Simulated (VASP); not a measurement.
LiRh: single point with LDA

Crystal: LiRh.

```xyz
2
Lattice="2.6025 0.0000 0.0000 -1.3012 2.2538 0.0000 0.0000 0.0000 4.2579" Properties=species:S:1:pos:R:3 pbc="T T T"
Li    0.0000    0.0000    2.1289
Rh    1.3012    0.7513    0.0000
```

* Program: VASP 6.6.1
* Task: single point
* Functional: LDA
* Potentials or basis: VASP PAW LDA potentials, release 64 (Li_sv, Rh_sv_GW)
* Cutoff: 880 eV
* k mesh: 18 × 18 × 10
* Occupations: fermi-dirac, width 0.05 eV
* Spin: collinear spin, ferromagnetic start
* Starting moments: [0.0, 1.0] μB

```json
{
  "Pressure": "0.2 GPa",
  "Band gap on the k mesh": "zero (filled and empty bands overlap)",
  "Net moment": "0.00 μB per cell",
  "Valence electrons inside the program's atomic spheres": "Li 2.15; Rh 14.99"
}
```

Stress tensor (GPa, compression positive):
```
 0.34  0.00  0.00
 0.00  0.34  0.00
 0.00  0.00 -0.04
```

Levels at points of the mesh, in eV from the Fermi level:
Spin up:
| k point | band 7 | band 8 | band 9 | band 10 | band 11 | band 12 | band 13 | band 14 |
| --- | --- | --- | --- | --- | --- | --- | --- | --- |
| (0.00, 0.00, 0.00) | -3.83 | -2.26 | -2.26 | 0.33 | 0.33 | 0.67 | 8.07 | 17.55 |
| (0.50, 0.00, 0.00) | -3.86 | -2.14 | -0.45 | 1.62 | 1.71 | 5.17 | 8.23 | 10.63 |
| (0.00, 0.00, 0.50) | -2.63 | -2.26 | -2.26 | -2.00 | 0.29 | 0.29 | 12.41 | 15.37 |
| (0.50, 0.00, 0.50) | -4.02 | -0.75 | -0.54 | 1.71 | 1.77 | 2.47 | 8.84 | 9.01 |
Spin down:
| k point | band 8 | band 9 | band 10 | band 11 | band 12 | band 13 |
| --- | --- | --- | --- | --- | --- | --- |
| (0.00, 0.00, 0.00) | -2.26 | -2.26 | 0.33 | 0.33 | 0.67 | 8.07 |
| (0.50, 0.00, 0.00) | -2.14 | -0.45 | 1.62 | 1.71 | 5.17 | 8.23 |
| (0.00, 0.00, 0.50) | -2.26 | -2.26 | -2.00 | 0.29 | 0.29 | 12.41 |
| (0.50, 0.00, 0.50) | -0.75 | -0.54 | 1.71 | 1.77 | 2.47 | 8.84 |

Wall time 7.2 min on 1 thread of Intel(R) Xeon(R) Platinum 8488C (Sapphire Rapids), with other jobs on the host, peak memory 0.51 GiB.
